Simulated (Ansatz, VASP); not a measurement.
# Be3Br in VASP and in Ansatz

Contents of INCAR:

```
SYSTEM = Be3Br
PREC = Accurate ; ENCUT = 600
EDIFF = 1E-6 ; ISMEAR = 0
SIGMA = 0.1 ; LREAL = .FALSE.
LASPH = .TRUE. ; NELM = 60
ALGO = Normal ; ISIF = 3
LWAVE = .FALSE. ; LCHARG = .FALSE.
GGA = PE ; IBRION = 2
NSW = 90 ; EDIFFG = -0.04
```

File KPOINTS:

```
regular mesh
0
G
  6 6 4
  0 0 0
```

POSCAR

```
Be3Br
1.0
    3.2570062837     -1.8567196420      0.0000000000
    3.2570062837      1.8567196420      0.0000000000
   -2.2071096313      0.0000000000      5.1522187746
Be Br
3 1
Direct
    0.0401649658      0.0401649658      0.9018832989
    0.6844076886      0.6844076886      0.8319716922
    0.3983822419      0.3983822419      0.9775545976
    0.4711897692      0.4711897692      0.4041061253
```

Input for Ansatz:

```yaml
crystal:
  lattice:
    - [3.2570062837, -1.856719642, 0.0]
    - [3.2570062837, 1.856719642, 0.0]
    - [-2.2071096313, 0.0, 5.1522187746]
  atoms:
    - { symbol: Be, position: [0.0401649658, 0.0401649658, 0.9018832989] }
    - { symbol: Be, position: [0.6844076886, 0.6844076886, 0.8319716922] }
    - { symbol: Be, position: [0.3983822419, 0.3983822419, 0.9775545976] }
    - { symbol: Br, position: [0.4711897692, 0.4711897692, 0.4041061253] }
basis:
  ecutwfc: 420
kpoints:
  mp_grid: { grid: [6, 6, 4] }
hamiltonian:
  xc: pbe
scf:
  occupations: { method: gaussian, width: 0.1 }
  lower_state_search: "off"
output:
  forces: true
  stress: true
  eigenvalues: true
relax:
  adjacent_minimum: "off"
  f_tol: 0.04
  max_steps: 70
  cell: { stress_tol: 0.4 }
```

Alike in both runs: task relaxation of cell and atoms; functional PBE; k mesh 6 × 6 × 4; occupations gaussian, width 0.1 eV; no spin polarisation.

```csv
,VASP,Ansatz
version,VASP 6.6.1,Ansatz 0.2.0
potentials or method,"VASP PAW PBE potentials, release 64 (Be, Br), cutoff 600 eV","scalar-relativistic, plane waves, PAW"
valence electrons in the cell,13,13
```

VASP gave:

* gap on the k mesh at the Fermi level, each at its own relaxed structure (eV): none
* relaxed volume (Å³/atom): 15.55
* relaxed length of the cell vector where the two differ most in proportion (Å): 5.593

Task: Estimate Ansatz's values.

Result: gap on the k mesh at the Fermi level, each at its own relaxed structure (eV): none; relaxed volume (Å³/atom): 15.53; relaxed length of the cell vector where the two differ most in proportion (Å): 5.582.

A gap of «none» marks a metal or a gap that the smearing closes.
